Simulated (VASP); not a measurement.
Set up this calculation in VASP 6.6.1, as the native input.

```yaml
Task: single point
Functional: r2SCAN
Potentials_or_basis: VASP PAW PBE potentials, release 64 (B, As)
Cutoff: 520 eV
k_mesh: 12 × 12 × 12
Occupations: gaussian, width 0.05 eV
Spin: no spin polarisation
Dipole_correction: no
Further_INCAR_settings: ALGO = Normal; EDIFF = 1e-07; NBANDS = 11
```

BAs:

```
CELL_PARAMETERS angstrom
0.00000 2.31381 2.54519
2.31381 0.00000 2.54519
2.31381 2.31381 0.00000
ATOMIC_POSITIONS crystal
B 0.00000 0.00000 0.00000
As 0.75000 0.75000 0.75000
```

This cell differs from its parent crystal: ratio of the length along z to the lengths across it x 1.1, volume and fractional coordinates fixed.

These files were run (other wordings do the same):

POSCAR

```
BAs
1.0
    0.0000000000      2.3138099477      2.5451909425
    2.3138099477      0.0000000000      2.5451909425
    2.3138099477      2.3138099477      0.0000000000
B As
1 1
Direct
    0.0000000000      0.0000000000      0.0000000000
    0.7500000000      0.7500000000      0.7500000000
```

INCAR.step1

```
SYSTEM = BAs
PREC = Accurate
ENCUT = 520
ISMEAR = 0
SIGMA = 0.05
LREAL = .False.
LASPH = .True.
NELM = 80
NBANDS = 11
GGA = PE
ALGO = Normal
EDIFF = 1E-4
LWAVE = .True.
LCHARG = .False.
```

INCAR.step2

```
SYSTEM = BAs
PREC = Accurate
ENCUT = 520
EDIFF = 1E-7
ISMEAR = 0
SIGMA = 0.05
LREAL = .False.
LASPH = .True.
NELM = 80
ALGO = Normal
ISIF = 2
LWAVE = .False.
LCHARG = .False.
METAGGA = R2SCAN
LMIXTAU = .True.
NBANDS = 11
ISTART = 1
```

KPOINTS

```
Automatic mesh
0
Gamma
  12 12 12
  0 0 0
```

Potentials or basis: VASP PAW PBE potentials, release 64 (B, As).

Run with:

```bash
$ cat potpaw_PBE.64/B/POTCAR potpaw_PBE.64/As/POTCAR > POTCAR
$ cp INCAR.step1 INCAR
$ mpirun -np 1 vasp_std > vasp.out
$ cp INCAR.step2 INCAR
$ mpirun -np 1 vasp_std > vasp.out
```

Results of the run:

The pressure is 0.9 GPa. The band gap on the k mesh is 0.62 eV, indirect (least direct gap 2.92 eV).

Caveat: the PAW data sets were made with another functional, which shifts forces and pressure a little.

Wall time 2.7 min on 1 thread of Intel(R) Xeon(R) Platinum 8488C (Sapphire Rapids) (shared host), peak memory 0.19 GiB.
